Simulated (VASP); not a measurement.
# SiSn7 (P-43m) in VASP: single point with r2SCAN

Aim: the single point of SiSn7 with r2SCAN.

Program: VASP 6.6.1. These are calculated values, not measurements. Logs are shortened: lines on timing, memory, paths and dates and some standing lists are left out, and cuts for length are marked.

## Step 1: The cell of the first run

Symmetry: P-43m, No. 215, cubic system. The conventional cell has a = 6.506 Å, b = 6.506 Å, c = 6.506 Å, α = 90.00°, β = 90.00°, γ = 90.00°. Within 3.5 Å of Si (site symmetry -43m) lie 4 Sn at 2.69 Å. Within 3.5 Å of Sn (site symmetry 3m) lie 1 Si at 2.69 Å and 3 Sn at 2.86 Å. Sn (site symmetry -42m) has 4 Sn at 2.86 Å within 3.8 Å.

## Step 2: Single point, r2SCAN

File POSCAR:

```
SiSn7
1.0
    6.5062465129      0.0000000000      0.0000000000
    0.0000000000      6.5062465129      0.0000000000
    0.0000000000      0.0000000000      6.5062465129
Si Sn
1 7
Direct
    0.0000000000      0.0000000000      0.0000000000
    0.2385745826      0.2385745826      0.2385745826
    0.0000000000      0.5000000000      0.5000000000
    0.5000000000      0.5000000000      0.0000000000
    0.5000000000      0.0000000000      0.5000000000
    0.7614254174      0.2385745826      0.7614254174
    0.7614254174      0.7614254174      0.2385745826
    0.2385745826      0.7614254174      0.7614254174
```

File INCAR.step1:

```
PREC = Accurate
ENCUT = 520
ISMEAR = 0
SIGMA = 0.1
LREAL = F
LASPH = T
NELM = 80
NBANDS = 61
GGA = PE
ALGO = Normal
EDIFF = 1E-4
LWAVE = T
LCHARG = F
```

File INCAR.step2:

```
PREC = Accurate
ENCUT = 520
EDIFF = 1E-7
ISMEAR = 0
SIGMA = 0.1
LREAL = F
LASPH = T
NELM = 80
ALGO = Normal
ISIF = 2
LWAVE = F
LCHARG = F
METAGGA = R2SCAN
LMIXTAU = T
NBANDS = 61
ISTART = 1
```

File KPOINTS:

```
Automatic mesh
0
Gamma
  6 6 6
```

Potentials or basis: VASP PAW PBE potentials, release 64 (Si, Sn_d).

Run with:

```sh
$ cat potpaw_PBE.64/Si/POTCAR potpaw_PBE.64/Sn_d/POTCAR > POTCAR
$ cp INCAR.step1 INCAR
$ mpirun -np 1 vasp_std > vasp.out
$ cp INCAR.step2 INCAR
$ mpirun -np 1 vasp_std > vasp.out
```

OUTCAR:

```text
PREC = Accurate
   ENCUT = 520
   EDIFF = 1E-7
   ISMEAR = 0
   LREAL = F
   LASPH = T
   NELM = 80
   ISIF = 2
   METAGGA = R2SCAN
   ISTART = 1

 ion  position               nearest neighbor table
   1  0.000  0.000  0.000-   2 2.69   6 2.69   7 2.69   8 2.69
   2  0.239  0.239  0.239-   1 2.69   3 2.86   5 2.86   4 2.86
   3  0.000  0.500  0.500-   2 2.86   6 2.86   7 2.86   8 2.86
   4  0.500  0.500  0.000-   2 2.86   6 2.86   7 2.86   8 2.86
   5  0.500  0.000  0.500-   2 2.86   6 2.86   7 2.86   8 2.86
   6  0.761  0.239  0.761-   1 2.69   3 2.86   5 2.86   4 2.86
   7  0.761  0.761  0.239-   1 2.69   3 2.86   5 2.86   4 2.86
   8  0.239  0.761  0.761-   1 2.69   3 2.86   5 2.86   4 2.86

  LATTYP: Found a simple cubic cell.
 ALAT       =     6.5062465129

  Lattice vectors:

 A1 = (   6.5062465129,   0.0000000000,   0.0000000000)
 A2 = (   0.0000000000,   6.5062465129,   0.0000000000)
 A3 = (   0.0000000000,   0.0000000000,   6.5062465129)

Analysis of symmetry for initial positions (statically):
=====================================================================
 Subroutine PRICEL returns:
 Original cell was already a primitive cell.

 Routine SETGRP: Setting up the symmetry group for a
 simple cubic supercell.

 Subroutine GETGRP returns: Found 24 space group operations
 (whereof 24 operations were pure point group operations)
 out of a pool of 48 trial point group operations.

The static configuration has the point symmetry T_d .

Analysis of symmetry for dynamics (positions and initial velocities):
=====================================================================
 Subroutine PRICEL returns:
 Original cell was already a primitive cell.

 Routine SETGRP: Setting up the symmetry group for a
 simple cubic supercell.

 Subroutine GETGRP returns: Found 24 space group operations
 (whereof 24 operations were pure point group operations)
 out of a pool of 48 trial point group operations.

The dynamic configuration has the point symmetry T_d .

 Subroutine INISYM returns: Found 24 space group operations
 (whereof 24 operations are pure point group operations),
 and found     1 'primitive' translations

----------------------------------------------------------------------------------------

                                     Primitive cell

  volume of cell :     275.4175

  direct lattice vectors                    reciprocal lattice vectors
     6.506246513  0.000000000  0.000000000     0.153698449  0.000000000  0.000000000
     0.000000000  6.506246513  0.000000000     0.000000000  0.153698449  0.000000000
     0.000000000  0.000000000  6.506246513     0.000000000  0.000000000  0.153698449

  length of vectors
     6.506246513  6.506246513  6.506246513     0.153698449  0.153698449  0.153698449

  position of ions in fractional coordinates (direct lattice)
     0.000000000  0.000000000  0.000000000
     0.238574583  0.238574583  0.238574583
     0.000000000  0.500000000  0.500000000
     0.500000000  0.500000000  0.000000000
     0.500000000  0.000000000  0.500000000
     0.761425417  0.238574583  0.761425417
     0.761425417  0.761425417  0.238574583
     0.238574583  0.761425417  0.761425417

  ion indices of the primitive-cell ions
   primitive index   ion index
                 1           1
                 2           2
                 3           3
                 4           4
                 5           5
                 6           6
                 7           7
                 8           8

----------------------------------------------------------------------------------------

 KPOINTS: Automatic mesh

Automatic generation of k-mesh.
 Grid dimensions read from file:
 generate k-points for:    6    6    6

 Generating k-lattice:

  Cartesian coordinates                     Fractional coordinates (reciprocal lattice)
     0.025616408  0.000000000  0.000000000     0.166666667  0.000000000  0.000000000
     0.000000000  0.025616408  0.000000000     0.000000000  0.166666667  0.000000000
     0.000000000  0.000000000  0.025616408     0.000000000  0.000000000  0.166666667

  Length of vectors
     0.025616408  0.025616408  0.025616408

  Shift w.r.t. Gamma in fractional coordinates (k-lattice)
     0.000000000  0.000000000  0.000000000

 Subroutine IBZKPT returns following result:
 ===========================================

 Found     20 irreducible k-points:

 Following reciprocal coordinates:
            Coordinates               Weight
  0.000000  0.000000  0.000000      1.000000
  0.166667  0.000000  0.000000      6.000000
  0.333333  0.000000  0.000000      6.000000
  0.500000  0.000000  0.000000      3.000000
  0.166667  0.166667  0.000000     12.000000
  0.333333  0.166667  0.000000     24.000000
[... 12 lines left out ...]
  0.500000  0.500000  0.333333      6.000000
  0.500000  0.500000  0.500000      1.000000
   k-points           NKPTS =     20   k-points in BZ     NKDIM =     20   number of bands    NBANDS=     61
   number of dos      NEDOS =    301   number of ions     NIONS =      8
   total plane-waves  NPLWV = 110592
   dimension x,y,z NGX =    48 NGY =   48 NGZ =   48
   dimension x,y,z NGXF=    96 NGYF=   96 NGZF=   96
   ions per type =               1   7
   NGX,Y,Z   is equivalent  to a cutoff of  12.26, 12.26, 12.26 a.u.
   NGXF,Y,Z  is equivalent  to a cutoff of  24.53, 24.53, 24.53 a.u.
 SYSTEM =  unknown system
   PREC   = accura    normal or accurate (medium, high low for compatibility)
   ISTART =      1    job   : 0-new  1-cont  2-samecut
   ICHARG =      0    charge: 1-file 2-atom 10-const
   ISPIN  =      1    spin polarized calculation?
   LNONCOLLINEAR =      F non collinear calculations
   LSORBIT =      F    spin-orbit coupling
   LASPH  =      T    aspherical Exc in radial PAW
   ENCUT  =  520.0 eV  38.22 Ry    6.18 a.u.  12.10 12.10 12.10*2*pi/ulx,y,z
   NELM   =     80;   NELMIN=  2; NELMDL=  0     # of ELM steps
   EDIFF  = 0.1E-06   stopping-criterion for ELM
   LREAL  =      F    real-space projection
   EDIFFG = 0.1E-05   stopping-criterion for IOM
   NSW    =      0    number of steps for IOM
   IBRION =     -1    ionic relax: 0-MD 1-quasi-New 2-CG
   NFREE  =      0    steps in history (QN), initial steepest desc. (CG)
   ISIF   =      2    stress and relaxation
   ISYM   =      2    0-nonsym 1-usesym 2-fastsym
   POTIM  = 0.5000    time-step for ionic-motion
   TEBEG  =    0.0;   TEEND  =   0.0 temperature during run
   PSTRESS=    0.0 pullay stress
   NELECT =     102.0000    total number of electrons
   NUPDOWN=      -1.0000    fix difference up-down
   EMIN   =  10.00;   EMAX   =-10.00  energy-range for DOS
   EFERMI =   0.00;   METHOD = LEGACY
   ISMEAR =     0;   SIGMA  =   0.10  broadening in eV -4-tet -1-fermi 0-gaus
   EFERMI_NEDOS =   21; number of points for ismear=-14 and -15
   IALGO  =     38    algorithm
   IMIX   =      4    mixing-type and parameters
     AMIX     =   0.40;   BMIX     =  1.00
     AMIX_MAG =   1.60;   BMIX_MAG =  1.00
  volume/ion in A,a.u.               =      34.43       232.33
  Fermi-wavevector in a.u.,A,eV,Ry     =   1.175649  2.221655 18.805303  1.382151
  Thomas-Fermi vector in A             =   2.312026
   LORBIT       =      0    0 simple, 1 ext, 2 COOP (PROOUT), +10 PAW based schemes
   METAGGA = R2SCAN    functional components
   LHFCALC =     F    Hartree Fock is set to
   AEXX    =    0.0000 exact exchange contribution
   IVDW    =     0    specifies the selected vdW correction
   LEPSILON=     F    determine dielectric tensor
   LRPA    =     F    only Hartree local field effects (RPA)
 non-spin polarized calculation
 Gauss-broadening in eV      SIGMA  =   0.10
  energy-cutoff  :      520.00
  volume of cell :      275.42
 maximum number of plane-waves:      7464
   NGX = 25   NGY = 25   NGZ = 25

 number of electron     102.0000015 magnetization

 Free energy of the ion-electron system (eV)
  ---------------------------------------------------
  ext. energy  EPLUGINS =         0.00000000
  ---------------------------------------------------
  free energy    TOTEN  =      -181.46096925 eV

  energy without entropy =     -181.45944439  energy(sigma->0) =     -181.46020682

 E-fermi :   4.9871     XC(G=0):  -9.3472

 val. band max:        4.8819762482   @ k =   0.5000   0.5000   0.5000
 cond. band min:       4.9951216254   @ k =   0.0000   0.0000   0.0000
 fundamental gap:      0.1131453772
 Fermi energy:         4.9870502683

 k-point     1 :       0.0000    0.0000    0.0000
  band No.  band energies     occupation
      1     -17.3080      2.00000
      2     -17.3080      2.00000
      3     -17.3080      2.00000
      4     -17.3022      2.00000
      5     -17.3022      2.00000
      6     -17.3022      2.00000
[... 53 lines left out ...]
     60       7.2967      0.00000
     61       7.2967      0.00000

 k-point     2 :       0.1667    0.0000    0.0000
  band No.  band energies     occupation
      1     -17.3115      2.00000
      2     -17.3115      2.00000
      3     -17.3108      2.00000
      4     -17.3041      2.00000
      5     -17.3016      2.00000
      6     -17.3016      2.00000
[... 53 lines left out ...]
     60       7.7853      0.00000
     61       7.7853      0.00000

 k-point     3 :       0.3333    0.0000    0.0000
  band No.  band energies     occupation
      1     -17.3171      2.00000
      2     -17.3171      2.00000
      3     -17.3159      2.00000
      4     -17.3071      2.00000
      5     -17.3014      2.00000
      6     -17.3014      2.00000
[... 1077 lines left out ...]
     60       8.4302      0.00000
     61       8.6235      0.00000

 k-point    20 :       0.5000    0.5000    0.5000
  band No.  band energies     occupation
      1     -17.3128      2.00000
      2     -17.3128      2.00000
      3     -17.3006      2.00000
      4     -17.3006      2.00000
      5     -17.3006      2.00000
      6     -17.2497      2.00000
[... 53 lines left out ...]
     60       8.3493      0.00000
     61       8.5823      0.00000

------------------------ aborting loop because EDIFF is reached ----------------------------------------

  FORCE on cell =-STRESS in cart. coord.  units (eV):
  Direction    XX          YY          ZZ          XY          YZ          ZX
  --------------------------------------------------------------------------------------
  -------------------------------------------------------------------------------------
  Total       -2.8250631     -2.8250631     -2.8250631      0.0000000      0.0000000     -0.0000000
  in kB      -16.4341481    -16.4341481    -16.4341481      0.0000000      0.0000000     -0.0000000
  external PRESSURE =     -16.4341481 kB  Pullay stress =       0.0000000 kB

 VOLUME and BASIS-vectors are now :
 -----------------------------------------------------------------------------
  energy-cutoff  :      520.00
  volume of cell :      275.42
      direct lattice vectors                 reciprocal lattice vectors
     6.506246513  0.000000000  0.000000000     0.153698449  0.000000000  0.000000000
     0.000000000  6.506246513  0.000000000     0.000000000  0.153698449  0.000000000
     0.000000000  0.000000000  6.506246513     0.000000000  0.000000000  0.153698449

 POSITION                                       TOTAL-FORCE (eV/Angst)
 -----------------------------------------------------------------------------------
      0.00000      0.00000      0.00000         0.000000      0.000000      0.000000
      1.55223      1.55223      1.55223         0.035218      0.035218      0.035218
      0.00000      3.25312      3.25312         0.000000      0.000000      0.000000
      3.25312      3.25312      0.00000         0.000000      0.000000      0.000000
      3.25312      0.00000      3.25312         0.000000      0.000000      0.000000
      4.95402      1.55223      4.95402        -0.035218      0.035218     -0.035218
      4.95402      4.95402      1.55223        -0.035218     -0.035218      0.035218
      1.55223      4.95402      4.95402         0.035218     -0.035218     -0.035218
 -----------------------------------------------------------------------------------
    total drift:                                0.000000      0.000000      0.000000

  FREE ENERGIE OF THE ION-ELECTRON SYSTEM (eV)
  ---------------------------------------------------
  free  energy   TOTEN  =      -181.4609692548 eV

  energy  without entropy=     -181.4594443869  energy(sigma->0) =     -181.46020682
```

Run time: 23 min. Hardware: 1 thread of Intel Xeon 8259CL, shared host; peak memory 0.52 GiB.

Results:

```yaml
Free_energy: -181.4610 eV
Pressure: -1.6 GPa
Largest_force: 0.061 eV/Å
Band_gap_on_the_k_mesh: zero (bands 51 and 52 overlap by 0.11 eV)
```

Forces in eV/Å, atoms in the order of the input:
```
Si   0.000  0.000  0.000
Sn   0.035  0.035  0.035
Sn   0.000  0.000  0.000
Sn   0.000  0.000  0.000
Sn   0.000  0.000  0.000
Sn  -0.035  0.035 -0.035
Sn  -0.035 -0.035  0.035
Sn   0.035 -0.035 -0.035
```

Caveat: semilocal functionals underestimate gaps, so a narrow gap can read as zero; the PAW data sets were made with another functional, which shifts forces and pressure a little; spin-orbit coupling is left out, which moves the levels of the heavy elements.
